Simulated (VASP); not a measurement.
# BaTiO3 (R3m) in VASP: notebook, part 2 of 2

VASP 6.6.1. Earlier steps stand in the parts before.

## 3. Single point, PBE+U

Contents of INCAR:

```
SYSTEM = BaTiO3
ALGO     = Normal         ! electronic algorithm
EDIFF    = 1E-6           ! SCF threshold, eV
ENCUT    = 520            ! plane-wave cutoff, eV
GGA      = PE             ! functional
ISIF     = 2              ! what is computed and relaxed
ISMEAR   = 0              ! smearing method
LASPH    = .True.         ! aspherical terms in the spheres
LCHARG   = .False.        ! write CHGCAR
LDAU     = .True.         ! DFT+U
LDAUJ    = 0 0 0        
LDAUL    = -1 2 -1        ! shell
LDAUPRINT= 1            
LDAUTYPE = 2            
LDAUU    = 0 4 0          ! U, eV
LMAXMIX  = 4              ! l up to which the mixer works
LREAL    = .False.        ! projectors in reciprocal space
LWAVE    = .False.        ! write WAVECAR
NBANDS   = 28             ! bands
NELM     = 150            ! most SCF steps
PREC     = Accurate       ! precision mode
SIGMA    = 0.01           ! smearing width, eV
```

Contents of KPOINTS:

```
k-points
0
Gamma
  6 6 6
  0 0 0
```

Contents of POSCAR:

```
BaTiO3
1.0
    2.8603720851      1.6514365933      2.3460535783
   -2.8603720851      1.6514365933      2.3460535783
    0.0000000000     -3.3028731867      2.3460535783
Ba Ti O
1 1 3
Direct
    0.0026800181      0.0026800181      0.0026800181
    0.5127992509      0.5127992509      0.5127992509
    0.4903227049      0.4903227049      0.9825753212
    0.4903227049      0.9825753212      0.4903227049
    0.9825753212      0.4903227049      0.4903227049
```

Potentials or basis: VASP PAW PBE potentials, release 64 (Ba_sv, Ti_sv, O).

Run with:

```sh
cat potpaw_PBE.64/Ba_sv/POTCAR potpaw_PBE.64/Ti_sv/POTCAR potpaw_PBE.64/O/POTCAR > POTCAR
mpirun -np 1 vasp_std > vasp.out
```

OUTCAR:

```text
SYSTEM = BaTiO3
   EDIFF = 1E-6
   ENCUT = 520
   GGA = PE
   ISIF = 2
   ISMEAR = 0
   LASPH = .True.
   LREAL = .False.
   NELM = 150
   PREC = Accurate

 ion  position               nearest neighbor table
   1  0.003  0.003  0.003-   3 2.80   4 2.80   5 2.80   3 2.86   3 2.86   5 2.86   4 2.86   4 2.86
                             5 2.86   3 2.94   4 2.94   5 2.94   2 3.45   2 3.48   2 3.48   2 3.48
   2  0.513  0.513  0.513-   4 1.91   5 1.91   3 1.91   4 2.15   5 2.15   3 2.15   1 3.45   1 3.48
                             1 3.48   1 3.48   1 3.53   1 3.53   1 3.53   1 3.59
   3  0.490  0.490  0.983-   2 1.91   2 2.15   1 2.80   1 2.86   1 2.86   1 2.94
   4  0.490  0.983  0.490-   2 1.91   2 2.15   1 2.80   1 2.86   1 2.86   1 2.94
   5  0.983  0.490  0.490-   2 1.91   2 2.15   1 2.80   1 2.86   1 2.86   1 2.94

  LATTYP: Found a trigonal (rhomboedric) cell.
 ALAT       =     4.0512885208
 COS(alpha) =     0.0030148013

  Lattice vectors:

 A1 = (   2.8603720851,   1.6514365933,   2.3460535783)
 A2 = (  -2.8603720851,   1.6514365933,   2.3460535783)
 A3 = (   0.0000000000,  -3.3028731867,   2.3460535783)

Analysis of symmetry for initial positions (statically):
=====================================================================
 Subroutine PRICEL returns:
 Original cell was already a primitive cell.

 Routine SETGRP: Setting up the symmetry group for a
 trigonal (rhombohedral) supercell.

 Subroutine GETGRP returns: Found  6 space group operations
 (whereof  6 operations were pure point group operations)
 out of a pool of 12 trial point group operations.

The static configuration has the point symmetry C_3v.

Analysis of symmetry for dynamics (positions and initial velocities):
=====================================================================
 Subroutine PRICEL returns:
 Original cell was already a primitive cell.

 Routine SETGRP: Setting up the symmetry group for a
 trigonal (rhombohedral) supercell.

 Subroutine GETGRP returns: Found  6 space group operations
 (whereof  6 operations were pure point group operations)
 out of a pool of 12 trial point group operations.

The dynamic configuration has the point symmetry C_3v.

 Subroutine INISYM returns: Found  6 space group operations
 (whereof  6 operations are pure point group operations),
 and found     1 'primitive' translations

----------------------------------------------------------------------------------------

                                     Primitive cell

  volume of cell :      66.4926

  direct lattice vectors                    reciprocal lattice vectors
     2.860372085  1.651436593  2.346053578     0.174802433  0.100922232  0.142082575
    -2.860372085  1.651436593  2.346053578    -0.174802433  0.100922232  0.142082575
     0.000000000 -3.302873187  2.346053578     0.000000000 -0.201844464  0.142082575

  length of vectors
     4.051288521  4.051288521  4.051288521     0.246837286  0.246837286  0.246837286

[... 107 lines left out ...]
  volume/ion in A,a.u.               =      13.30        89.74
  Fermi-wavevector in a.u.,A,eV,Ry     =   1.381986  2.611575 25.985565  1.909885
  Thomas-Fermi vector in A             =   2.506719
   LORBIT       =      0    0 simple, 1 ext, 2 COOP (PROOUT), +10 PAW based schemes
 LDA+U is selected, type is set to LDAUTYPE =  2
   angular momentum for each species LDAUL =    -1    2   -1
   U (eV)           for each species LDAUU =   0.0  4.0  0.0
   J (eV)           for each species LDAUJ =   0.0  0.0  0.0
   GGA     = PE    functional components
   LHFCALC =     F    Hartree Fock is set to
   AEXX    =    0.0000 exact exchange contribution
   IVDW    =     0    specifies the selected vdW correction
   LEPSILON=     F    determine dielectric tensor
   LRPA    =     F    only Hartree local field effects (RPA)
 non-spin polarized calculation
 Gauss-broadening in eV      SIGMA  =   0.01
  energy-cutoff  :      520.00
  volume of cell :       66.49
 maximum number of plane-waves:      1812
   NGX = 15   NGY = 15   NGZ = 15

atom =   2  type =  2  l = 2

 onsite density matrix

spin component  1

  0.1596  0.0000  0.0000  0.0627  0.0000
  0.0000  0.1896  0.0000  0.0000  0.0627
  0.0000  0.0000  0.1084  0.0000  0.0000
  0.0627  0.0000  0.0000  0.1896  0.0000
  0.0000  0.0627  0.0000  0.0000  0.1596

spin component  2

  0.1596  0.0000  0.0000  0.0627  0.0000
  0.0000  0.1896  0.0000  0.0000  0.0627
  0.0000  0.0000  0.1084  0.0000  0.0000
  0.0627  0.0000  0.0000  0.1896  0.0000
  0.0000  0.0627  0.0000  0.0000  0.1596

 occupancies and eigenvectors

  o =  0.1084  v =  0.0000 -0.0000 -1.0000  0.0000  0.0000  0.0000  0.0000  0.0000  0.0000  0.0000      0.0000  0.0000  0.0000  0.0000  0.0000  0.0000  0.0000  0.0000  0.0000  0.0000
  o =  0.1084  v =  0.0000  0.0000  0.0000  0.0000  0.0000  0.0000 -0.0000 -1.0000  0.0000  0.0000      0.0000  0.0000  0.0000  0.0000  0.0000  0.0000  0.0000  0.0000  0.0000  0.0000
  o =  0.1101  v =  0.0000 -0.6195  0.0000  0.0000  0.7850  0.0000  0.0000  0.0000  0.0000  0.0000      0.0000  0.0000  0.0000  0.0000  0.0000  0.0000  0.0000  0.0000  0.0000  0.0000
  o =  0.1101  v =  0.0000  0.0000  0.0000  0.0000  0.0000  0.0000 -0.6195  0.0000  0.0000  0.7850      0.0000  0.0000  0.0000  0.0000  0.0000  0.0000  0.0000  0.0000  0.0000  0.0000
  o =  0.1101  v =  0.0000  0.0000  0.0000  0.0000  0.0000 -0.7850  0.0000  0.0000  0.6195  0.0000      0.0000  0.0000  0.0000  0.0000  0.0000  0.0000  0.0000  0.0000  0.0000  0.0000
  o =  0.1101  v = -0.7850  0.0000  0.0000  0.6195  0.0000  0.0000  0.0000  0.0000  0.0000  0.0000      0.0000  0.0000  0.0000  0.0000  0.0000  0.0000  0.0000  0.0000  0.0000  0.0000
  o =  0.2391  v =  0.0000  0.0000  0.0000  0.0000  0.0000 -0.6195  0.0000 -0.0000 -0.7850 -0.0000      0.0000  0.0000  0.0000  0.0000  0.0000  0.0000  0.0000  0.0000  0.0000  0.0000
  o =  0.2391  v = -0.6195  0.0000 -0.0000 -0.7850 -0.0000  0.0000  0.0000  0.0000  0.0000  0.0000      0.0000  0.0000  0.0000  0.0000  0.0000  0.0000  0.0000  0.0000  0.0000  0.0000
  o =  0.2391  v =  0.0000 -0.7850 -0.0000  0.0000 -0.6195  0.0000  0.0000  0.0000  0.0000  0.0000      0.0000  0.0000  0.0000  0.0000  0.0000  0.0000  0.0000  0.0000  0.0000  0.0000
  o =  0.2391  v =  0.0000  0.0000  0.0000  0.0000  0.0000  0.0000 -0.7850 -0.0000  0.0000 -0.6195      0.0000  0.0000  0.0000  0.0000  0.0000  0.0000  0.0000  0.0000  0.0000  0.0000

 number of electron      40.0000007 magnetization

 Free energy of the ion-electron system (eV)
  ---------------------------------------------------
  ext. energy  EPLUGINS =         0.00000000
  ---------------------------------------------------
  free energy    TOTEN  =       -37.30699092 eV

  energy without entropy =      -37.30699092  energy(sigma->0) =      -37.30699092

 E-fermi :   3.8358     XC(G=0): -11.0620

 val. band max:        3.6463999890   @ k =   0.5000   0.5000   0.5000
 cond. band min:       6.2669360929   @ k =   0.0000   0.0000   0.0000
 fundamental gap:      2.6205361039
 Fermi energy:         3.8358076829

 k-point     1 :       0.0000    0.0000    0.0000
  band No.  band energies     occupation
      1     -53.9412      2.00000
      2     -30.1252      2.00000
      3     -30.1143      2.00000
      4     -30.1143      2.00000
      5     -21.2482      2.00000
      6     -13.1724      2.00000
[... 733 lines left out ...]
     27      11.6347      0.00000
     28      12.0604      0.00000

 [... further k-points ...]

------------------------ aborting loop because EDIFF is reached ----------------------------------------

  FORCE on cell =-STRESS in cart. coord.  units (eV):
  Direction    XX          YY          ZZ          XY          YZ          ZX
  --------------------------------------------------------------------------------------
  -------------------------------------------------------------------------------------
  Total        1.5050553      1.5050553      1.3178593      0.0000000     -0.0000000      0.0000000
  in kB       36.2651457     36.2651457     31.7545541      0.0000000     -0.0000000      0.0000000
  external PRESSURE =      34.7616152 kB  Pullay stress =       0.0000000 kB

 VOLUME and BASIS-vectors are now :
 -----------------------------------------------------------------------------
  energy-cutoff  :      520.00
  volume of cell :       66.49
      direct lattice vectors                 reciprocal lattice vectors
     2.860372085  1.651436593  2.346053578     0.174802433  0.100922232  0.142082575
    -2.860372085  1.651436593  2.346053578    -0.174802433  0.100922232  0.142082575
     0.000000000 -3.302873187  2.346053578     0.000000000 -0.201844464  0.142082575

 POSITION                                       TOTAL-FORCE (eV/Angst)
 -----------------------------------------------------------------------------------
      0.00000     -0.00000      0.01886         0.000000      0.000000     -0.039127
      0.00000     -0.00000      3.60916         0.000000      0.000000     -0.604175
      0.00000     -1.62585      4.60582         0.000000     -0.295524      0.214434
     -1.40803      0.81292      4.60582        -0.255932      0.147762      0.214434
      1.40803      0.81292      4.60582         0.255932      0.147762      0.214434
 -----------------------------------------------------------------------------------
    total drift:                               -0.000000      0.000001      0.000908

  FREE ENERGIE OF THE ION-ELECTRON SYSTEM (eV)
  ---------------------------------------------------
  free  energy   TOTEN  =       -37.3069909222 eV

  energy  without entropy=      -37.3069909222  energy(sigma->0) =      -37.30699092
```

It took 28 s on 1 thread of Intel Xeon 6975P-C (Granite Rapids), shared host; peak memory 0.21 GiB.

Results:

- Free energy: -37.3070 eV
- Pressure: 3.5 GPa
- Largest force: 0.604 eV/Å
- Band gap on the k mesh: 2.62 eV (least direct gap 3.03 eV)

Forces on the atoms (eV/Å):
```
Ba   0.000  0.000 -0.039
Ti   0.000  0.000 -0.604
O    0.000 -0.296  0.214
O   -0.256  0.148  0.214
O    0.256  0.148  0.214
```

Eigenvalues of the final occupation matrices:
```
    site  spin  trace               eigenvalues
site 2 d     1   0.81  0.11 0.11 0.11 0.24 0.24
site 2 d     2   0.81  0.11 0.11 0.11 0.24 0.24
```

Caveat: the cell stands under pressure; spin-orbit coupling is left out, which moves the levels of the heavy elements.
